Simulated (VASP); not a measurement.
Here is a VASP 6.6.1 calculation.

File POSCAR:

```
CdO
1.0
    0.0000000000      2.3530013813      2.3530013813
    2.3530013813      0.0000000000      2.3530013813
    2.3530013813      2.3530013813      0.0000000000
Cd O
1 1
Direct
    0.0000000000      0.0000000000      0.0000000000
    0.5000000000      0.5000000000      0.5000000000
```

The input INCAR.step1:

```
SYSTEM = CdO
PREC = Accurate
ENCUT = 660
ISMEAR = -1
SIGMA = 0.02
LREAL = .False.
LASPH = .True.
NELM = 120
NBANDS = 16
GGA = PE
ALGO = Normal
EDIFF = 1E-5
LWAVE = .True.
LCHARG = .False.
GGA_COMPAT = .False.
```

INCAR.step2

```
SYSTEM = CdO
PREC = Accurate
ENCUT = 660
EDIFF = 1E-6
ISMEAR = -1
SIGMA = 0.02
LREAL = .False.
LASPH = .True.
NELM = 120
ALGO = Normal
ISIF = 2
LWAVE = .False.
LCHARG = .False.
METAGGA = R2SCAN
LMIXTAU = .True.
NBANDS = 16
ISTART = 1
GGA_COMPAT = .False.
```

KPOINTS

```
regular mesh
0
Gamma
  8 8 8
  0 0 0
```

Potentials or basis: VASP PAW PBE potentials, release 64 (Cd, O).

Launch:

```bash
$ cat potpaw_PBE.64/Cd/POTCAR potpaw_PBE.64/O/POTCAR > POTCAR
$ cp INCAR.step1 INCAR
$ mpirun -np 1 vasp_std > vasp.out
$ cp INCAR.step2 INCAR
$ mpirun -np 1 vasp_std > vasp.out
```

Q: What does it give for the pressure?

A: 1.5 GPa.

Q: Estimate the band gap on the k mesh.

A: 0.07 eV (least direct gap 1.40 eV).

Caveat: the PAW data sets were made with another functional, which shifts forces and pressure a little. A k mesh can miss the band edges.
